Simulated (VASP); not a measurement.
Set up this calculation in VASP 6.6.1, as the native input.

| Property | Result |
| --- | --- |
| Task | relaxation of cell and atoms |
| Functional | r2SCAN |
| Potentials or basis | VASP PAW PBE potentials, release 64 (Bi_d) |
| Cutoff | 600 eV |
| k mesh | 7 × 7 × 7 |
| Occupations | fermi-dirac, width 0.05 eV |
| Spin | no spin polarisation |
| Target pressure | 10 GPa |
| Dipole correction | no |
| Further INCAR settings | ALGO = Normal; EDIFF = 1e-07; IBRION = 2; EDIFFG = -0.01; NSW = 60; ISIF = 3 |

Crystal: Bi.

```
Bi
1.0
     2.26750    1.30914    3.93800
    -2.26750    1.30914    3.93800
     0.00000   -2.61828    3.93800
Bi
2
Cartesian
  0.0000 0.0000 9.0495
  0.0000 0.0000 2.7645
```

One way to write it, as run:

POSCAR

```
Bi
1.0
    2.2675000000      1.3091417354      3.9380000000
   -2.2675000000      1.3091417354      3.9380000000
    0.0000000000     -2.6182834708      3.9380000000
Bi
2
Direct
    0.7660000000      0.7660000000      0.7660000000
    0.2340000000      0.2340000000      0.2340000000
```

INCAR.step1

```
PREC = Accurate
ENCUT = 600
ISMEAR = -1
SIGMA = 0.05
LREAL = F
LASPH = T
NELM = 80
GGA = PE
ALGO = Normal
EDIFF = 1E-4
LWAVE = T
LCHARG = F
```

INCAR.step2

```
PREC = Accurate
ENCUT = 600
EDIFF = 1E-7
ISMEAR = -1
SIGMA = 0.05
LREAL = F
LASPH = T
NELM = 80
ALGO = Normal
ISIF = 3
LWAVE = F
LCHARG = F
METAGGA = R2SCAN
LMIXTAU = T
IBRION = 2
NSW = 60
EDIFFG = -0.01
PSTRESS = 100.0
ISTART = 1
```

KPOINTS

```
regular mesh
0
Gamma
  7 7 7
```

Potentials or basis: VASP PAW PBE potentials, release 64 (Bi_d).

The run is started by

```bash
$ cat potpaw_PBE.64/Bi_d/POTCAR > POTCAR
$ cp INCAR.step1 INCAR
$ mpirun -np 1 vasp_std > vasp.out
$ cp INCAR.step2 INCAR
$ mpirun -np 1 vasp_std > vasp.out
```

It gave:

```
Relaxed volume                                             : 30.23 Å³/atom
Relaxed cell                                               : a = 4.432 Å, b = 4.432 Å, c = 4.432 Å, α = 59.21°, β = 59.21°, γ = 59.21°
Space group after relaxing (to 0.1 Å)                      : R-3m (No. 166)
Energy change on relaxing (the run minimises the enthalpy) : +147.5 meV/atom
Ionic steps                                                : 11
Pressure after relaxing                                    : 10.0 GPa
Largest force after relaxing                               : 0.007 eV/Å
```

Caveat: the cell is relaxed towards a set pressure, so the run minimises the enthalpy, not the energy; the PAW data sets were made with another functional, which shifts forces and pressure a little.

Run time: 40 min on 1 thread of Intel(R) Xeon(R) Platinum 8175M CPU @ 2.50GHz (Skylake/Cascade Lake), on a shared host, peak memory 0.3 GiB.
